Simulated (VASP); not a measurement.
InAs: single point with PBEsol

The system is InAs.

```
CELL_PARAMETERS angstrom
3.96530 0.00000 0.00000
-1.98265 3.43405 0.00000
0.00000 0.00000 6.84890
ATOMIC_POSITIONS crystal
In 0.00000 0.00000 0.00000
In 0.00000 0.00000 0.50000
As 0.33333 0.66667 0.25000
As 0.66667 0.33333 0.75000
```

```json
{"Program": "VASP 6.6.1", "Task": "single point", "Functional": "PBEsol", "Potentials or basis": "VASP PAW PBE potentials, release 64 (In_d, As)", "Cutoff": "500 eV", "k mesh": "6 × 6 × 4", "Occupations": "fermi-dirac, width 0.02 eV", "Spin": "no spin polarisation"}
```

```yaml
Pressure: -1.0 GPa
Band_gap_on_the_k_mesh: zero (band 18 reaches 6.53 eV, above the bottom of band 19 at 3.50 eV)
```

Stress tensor (GPa, compression positive):
```
-1.41  0.00  0.00
 0.00 -1.41  0.00
 0.00  0.00 -0.31
```

Levels at points of the mesh, in eV from the Fermi level:
```csv
k point,band 14,band 15,band 16,band 17,band 18,band 19,band 20,band 21,band 22,band 23
"(0.00, 0.00, 0.00)",-0.87,-0.56,-0.16,-0.16,0.42,0.42,2.16,4.88,4.88,5.67
"(0.50, 0.00, 0.00)",-4.39,-3.71,-3.59,-2.08,0.22,1.26,1.90,2.16,3.35,5.03
"(0.00, 0.00, 0.50)",-4.58,0.16,0.16,0.16,0.16,1.92,1.92,4.83,4.83,4.83
"(0.50, 0.00, 0.50)",-6.07,-1.72,-1.72,-1.24,-1.24,-0.15,-0.15,3.66,3.66,6.05
```

Run time: 23 s on 1 thread of Intel(R) Xeon(R) 6975P-C (Granite Rapids), with other jobs on the host, peak memory 0.21 GiB.

Caveat: the PAW data sets were made with another functional, which shifts forces and pressure a little; spin-orbit coupling is left out, which moves the levels of the heavy elements.
